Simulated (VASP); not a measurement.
# Te (P3_121) in VASP: a series of runs

The runs below take Te through single point, electric field gradients, with LDA.

Everything below comes from runs of VASP 6.6.1. Logs are shortened: lines on timing, memory, paths and dates and some standing lists are left out, and cuts for length are marked.

## 1. The cell of the first run

The structure is trigonal, space group P3_121 (No. 152). The conventional cell has a = 4.458 Å, b = 4.458 Å, c = 5.925 Å, α = 90.00°, β = 90.00°, γ = 120.00°. Within 3.7 Å of Te (site symmetry 2) lie 6 Te at 2.79 to 3.53 Å.

## 2. Single point, LDA

Input file POSCAR:

```
Te
1.0
    4.4579994587      0.0000000000      0.0000000000
   -2.2289997294      3.8607407813      0.0000000000
    0.0000000000      0.0000000000      5.9250000000
Te
3
Direct
    0.7450000000      0.0000000000      0.3333333333
    0.0000000000      0.7450000000      0.6666666667
    0.2550000000      0.2550000000      0.0000000000
```

Input file INCAR.step1:

```
PREC = Accurate
ENCUT = 520
EDIFF = 1E-6
ISMEAR = -1
SIGMA = 0.08
LREAL = F
LASPH = T
NELM = 60
ALGO = Normal
ISIF = 2
LWAVE = F
LCHARG = T
GGA = CA
NBANDS = 16
```

Input file KPOINTS.step1:

```
Automatic mesh
0
Gamma
  9 9 6
```

Input file INCAR.step2:

```
PREC = Accurate
ENCUT = 520
EDIFF = 1E-6
ISMEAR = -5
SIGMA = 0.08
LREAL = F
LASPH = T
NELM = 60
ALGO = Normal
ISIF = 2
LWAVE = F
LCHARG = F
GGA = CA
LORBIT = 11
NBANDS = 16
NEDOS = 2001
ICHARG = 11
```

Input file KPOINTS.step2:

```
Automatic mesh
0
Gamma
  14 14 9
```

Potentials or basis: VASP PAW LDA potentials, release 64 (Te).

Started as:

```console
$ cat potpaw_LDA.64/Te/POTCAR > POTCAR
$ cp INCAR.step1 INCAR
$ cp KPOINTS.step1 KPOINTS
$ mpirun -np 1 vasp_std > vasp.out
$ cp INCAR.step2 INCAR
$ cp KPOINTS.step2 KPOINTS
$ mpirun -np 1 vasp_std > vasp.out
```

OUTCAR:

```text
PREC = Accurate
   ENCUT = 520
   EDIFF = 1E-6
   ISMEAR = -5
   LREAL = F
   LASPH = T
   NELM = 60
   ISIF = 2
   GGA = CA
   LORBIT = 11
   ICHARG = 11

 ion  position               nearest neighbor table
   1  0.745  0.000  0.333-   3 2.79   2 2.79   3 3.53   3 3.53   2 3.53   2 3.53
   2  0.000  0.745  0.667-   3 2.79   1 2.79   3 3.53   3 3.53   1 3.53   1 3.53
   3  0.255  0.255  0.000-   1 2.79   2 2.79   2 3.53   1 3.53   1 3.53   2 3.53

  LATTYP: Found a hexagonal cell.
 ALAT       =     4.4579994587
 C/A-ratio  =     1.3290714938

  Lattice vectors:

 A1 = (   4.4579994587,   0.0000000000,   0.0000000000)
 A2 = (  -2.2289997294,   3.8607407813,   0.0000000000)
 A3 = (   0.0000000000,   0.0000000000,   5.9250000000)

Analysis of symmetry for initial positions (statically):
=====================================================================
 Subroutine PRICEL returns:
 Original cell was already a primitive cell.

 Routine SETGRP: Setting up the symmetry group for a
 hexagonal supercell.

 Subroutine GETGRP returns: Found  6 space group operations
 (whereof  2 operations were pure point group operations)
 out of a pool of 24 trial point group operations.

The static configuration has the point symmetry C_2 .
 The point group associated with its full space group is D_3 .

Analysis of symmetry for dynamics (positions and initial velocities):
=====================================================================
 Subroutine PRICEL returns:
 Original cell was already a primitive cell.

 Routine SETGRP: Setting up the symmetry group for a
 hexagonal supercell.

 Subroutine GETGRP returns: Found  6 space group operations
 (whereof  2 operations were pure point group operations)
 out of a pool of 24 trial point group operations.

The dynamic configuration has the point symmetry C_2 .
 The point group associated with its full space group is D_3 .

 Subroutine INISYM returns: Found  6 space group operations
 (whereof  2 operations are pure point group operations),
 and found     1 'primitive' translations

----------------------------------------------------------------------------------------

                                     Primitive cell

  volume of cell :     101.9762

  direct lattice vectors                    reciprocal lattice vectors
     4.457999459  0.000000000  0.000000000     0.224315864  0.129508824  0.000000000
    -2.228999729  3.860740781  0.000000000     0.000000000  0.259017649  0.000000000
     0.000000000  0.000000000  5.925000000     0.000000000  0.000000000  0.168776371

  length of vectors
     4.457999459  4.457999459  5.925000000     0.259017649  0.259017649  0.168776371

  position of ions in fractional coordinates (direct lattice)
     0.745000000  0.000000000  0.333333333
     0.000000000  0.745000000  0.666666667
     0.255000000  0.255000000  0.000000000

  ion indices of the primitive-cell ions
   primitive index   ion index
                 1           1
                 2           2
                 3           3

----------------------------------------------------------------------------------------

 KPOINTS: Automatic mesh

Automatic generation of k-mesh.
 Grid dimensions read from file:
 generate k-points for:   14   14    9

 Generating k-lattice:

  Cartesian coordinates                     Fractional coordinates (reciprocal lattice)
     0.016022562  0.009250630  0.000000000     0.071428571  0.000000000  0.000000000
     0.000000000  0.018501261  0.000000000     0.000000000  0.071428571  0.000000000
     0.000000000  0.000000000  0.018752930     0.000000000  0.000000000  0.111111111

  Length of vectors
     0.018501261  0.018501261  0.018752930

  Shift w.r.t. Gamma in fractional coordinates (k-lattice)
     0.000000000  0.000000000  0.000000000

 TETIRR: Found   2581 inequivalent tetrahedra from    10584

 Subroutine IBZKPT returns following result:
 ===========================================

 Found    184 irreducible k-points:

 Following reciprocal coordinates:
            Coordinates               Weight
  0.000000  0.000000  0.000000      1.000000
  0.071429  0.000000  0.000000      6.000000
  0.142857  0.000000  0.000000      6.000000
  0.214286  0.000000  0.000000      6.000000
  0.285714 -0.000000  0.000000      6.000000
  0.357143  0.000000  0.000000      6.000000
[... 16 lines left out ...]
  0.285714  0.285714  0.000000      6.000000
  0.357143  0.285714  0.000000      6.000000
 [... further k-points ...]
   k-points           NKPTS =    184   k-points in BZ     NKDIM =    184   number of bands    NBANDS=     16
   number of dos      NEDOS =   2001   number of ions     NIONS =      3
   total plane-waves  NPLWV =  62208
   dimension x,y,z NGX =    36 NGY =   36 NGZ =   48
   dimension x,y,z NGXF=    72 NGYF=   72 NGZF=   96
   ions per type =               3
   NGX,Y,Z   is equivalent  to a cutoff of  13.42, 13.42, 13.47 a.u.
   NGXF,Y,Z  is equivalent  to a cutoff of  26.85, 26.85, 26.94 a.u.
 SYSTEM =  unknown system
   PREC   = accura    normal or accurate (medium, high low for compatibility)
   ISTART =      0    job   : 0-new  1-cont  2-samecut
   ICHARG =     11    charge: 1-file 2-atom 10-const
   ISPIN  =      1    spin polarized calculation?
   LNONCOLLINEAR =      F non collinear calculations
   LSORBIT =      F    spin-orbit coupling
   LASPH  =      T    aspherical Exc in radial PAW
   ENCUT  =  520.0 eV  38.22 Ry    6.18 a.u.   8.29  8.29 11.02*2*pi/ulx,y,z
   NELM   =     60;   NELMIN=  2; NELMDL=  0     # of ELM steps
   EDIFF  = 0.1E-05   stopping-criterion for ELM
   LREAL  =      F    real-space projection
   EDIFFG = 0.1E-04   stopping-criterion for IOM
   NSW    =      0    number of steps for IOM
   IBRION =     -1    ionic relax: 0-MD 1-quasi-New 2-CG
   NFREE  =      0    steps in history (QN), initial steepest desc. (CG)
   ISIF   =      2    stress and relaxation
   ISYM   =      2    0-nonsym 1-usesym 2-fastsym
   POTIM  = 0.5000    time-step for ionic-motion
   TEBEG  =    0.0;   TEEND  =   0.0 temperature during run
   PSTRESS=    0.0 pullay stress
   NELECT =      18.0000    total number of electrons
   NUPDOWN=      -1.0000    fix difference up-down
   EMIN   =  10.00;   EMAX   =-10.00  energy-range for DOS
   EFERMI =   0.00;   METHOD = LEGACY
   ISMEAR =    -5;   SIGMA  =   0.08  broadening in eV -4-tet -1-fermi 0-gaus
   EFERMI_NEDOS =   21; number of points for ismear=-14 and -15
   IALGO  =     38    algorithm
   IMIX   =      4    mixing-type and parameters
     AMIX     =   0.40;   BMIX     =  1.00
     AMIX_MAG =   1.60;   BMIX_MAG =  1.00
  volume/ion in A,a.u.               =      33.99       229.39
  Fermi-wavevector in a.u.,A,eV,Ry     =   0.918331  1.735394 11.474231  0.843332
  Thomas-Fermi vector in A             =   2.043401
   LORBIT       =     11    0 simple, 1 ext, 2 COOP (PROOUT), +10 PAW based schemes
   GGA     = CA    functional components
   LHFCALC =     F    Hartree Fock is set to
   AEXX    =    0.0000 exact exchange contribution
   IVDW    =     0    specifies the selected vdW correction
   LEPSILON=     F    determine dielectric tensor
   LRPA    =     F    only Hartree local field effects (RPA)
 non-spin polarized calculation
 Fermi weights with tetrahedron method with Bloechl corrections
  energy-cutoff  :      520.00
  volume of cell :      101.98
 maximum number of plane-waves:      2773
 NGX is ok and might be reduce to    36

 number of electron      17.9999999 magnetization

 Free energy of the ion-electron system (eV)
  ---------------------------------------------------
  ext. energy  EPLUGINS =         0.00000000
  ---------------------------------------------------
  free energy    TOTEN  =       -11.29434891 eV

  energy without entropy =      -11.29434891  energy(sigma->0) =      -11.29434891

 E-fermi :   5.7093     XC(G=0):  -9.2774

 val. band max:        5.7046130292   @ k =   0.3571   0.2857   0.4444
 cond. band min:       6.1326159257   @ k =   0.3571   0.2857   0.4444
 fundamental gap:      0.4280028965
 Fermi energy:         5.7092621459

 k-point     1 :       0.0000    0.0000    0.0000
  band No.  band energies     occupation
      1      -8.0213      2.00000
      2      -4.6283      2.00000
      3      -4.6283      2.00000
      4       2.6320      2.00000
      5       2.8782      2.00000
      6       2.8782      2.00000
[... 8 lines left out ...]
     15      11.4185      0.00000
     16      12.1347      0.00000

 k-point     2 :       0.0714    0.0000    0.0000
  band No.  band energies     occupation
      1      -7.9891      2.00000
      2      -4.6370      2.00000
      3      -4.6175      2.00000
      4       2.3152      2.00000
      5       2.6858      2.00000
      6       2.8667      2.00000
[... 8 lines left out ...]
     15      11.5838      0.00000
     16      12.0638      0.00000

 k-point     3 :       0.1429    0.0000    0.0000
  band No.  band energies     occupation
      1      -7.8947      2.00000
      2      -4.6691      2.00000
      3      -4.5862      2.00000
      4       1.7717      2.00000
      5       2.3441      2.00000
      6       2.7256      2.00000
[... 8 lines left out ...]
     15      11.7969      0.00000
     16      12.1024      0.00000
[... 362 lines left out ...]
 k-point    23 :       0.2857    0.2857    0.0000
  band No.  band energies     occupation
      1      -7.0182      2.00000
      2      -4.9887      2.00000
      3      -4.7325      2.00000
      4       1.0318      2.00000
      5       1.0931      2.00000
      6       2.5204      2.00000
[... 8 lines left out ...]
     15      12.6679      0.00000
     16      13.6930      0.00000

 k-point    24 :       0.3571    0.2857    0.0000
  band No.  band energies     occupation
      1      -6.9736      2.00000
      2      -4.9656      2.00000
      3      -4.7974      2.00000
      4       1.0573      2.00000
      5       1.1204      2.00000
      6       2.6499      2.00000
[... 8 lines left out ...]
     15      12.0302      0.00000
     16      14.0324      0.00000

 [... further k-points ...]

------------------------ aborting loop because EDIFF is reached ----------------------------------------

  FORCE on cell =-STRESS in cart. coord.  units (eV):
  Direction    XX          YY          ZZ          XY          YZ          ZX
  --------------------------------------------------------------------------------------
  -------------------------------------------------------------------------------------
  Total       -0.2547899     -0.2547899      0.1915307      0.0000000      0.0000000      0.0000000
  in kB       -4.0030757     -4.0030757      3.0091930      0.0000000      0.0000000      0.0000000
  external PRESSURE =      -1.6656528 kB  Pullay stress =       0.0000000 kB

 VOLUME and BASIS-vectors are now :
 -----------------------------------------------------------------------------
  energy-cutoff  :      520.00
  volume of cell :      101.98
      direct lattice vectors                 reciprocal lattice vectors
     4.457999459  0.000000000  0.000000000     0.224315864  0.129508824  0.000000000
    -2.228999729  3.860740781  0.000000000     0.000000000  0.259017649  0.000000000
     0.000000000  0.000000000  5.925000000     0.000000000  0.000000000  0.168776371

 POSITION                                       TOTAL-FORCE (eV/Angst)
 -----------------------------------------------------------------------------------
      3.32121      0.00000      1.97500        -0.522037      0.000000     -0.000000
     -1.66060      2.87625      3.95000         0.261019     -0.452098      0.000000
      0.56839      0.98449      0.00000         0.261019      0.452098     -0.000000
 -----------------------------------------------------------------------------------
    total drift:                                0.000009      0.000016     -0.000000

  FREE ENERGIE OF THE ION-ELECTRON SYSTEM (eV)
  ---------------------------------------------------
  free  energy   TOTEN  =       -11.2943489143 eV

  energy  without entropy=      -11.2943489143  energy(sigma->0) =      -11.29434891

 total charge

# of ion       s       p       d       tot
------------------------------------------
    1        1.437   1.843   0.048   3.328
    2        1.437   1.843   0.048   3.328
    3        1.437   1.843   0.048   3.328
--------------------------------------------------
tot          4.310   5.529   0.145   9.984
```

Wall time 3.3 min (1 thread of Intel Xeon Platinum 8488C (Sapphire Rapids), shared host); peak memory 0.36 GiB.

Results:

* Valence electrons inside the program's atomic spheres: Te 3.33

Caveat: spin-orbit coupling is left out, which moves the levels of the heavy elements.

[end of part 1 of 2]
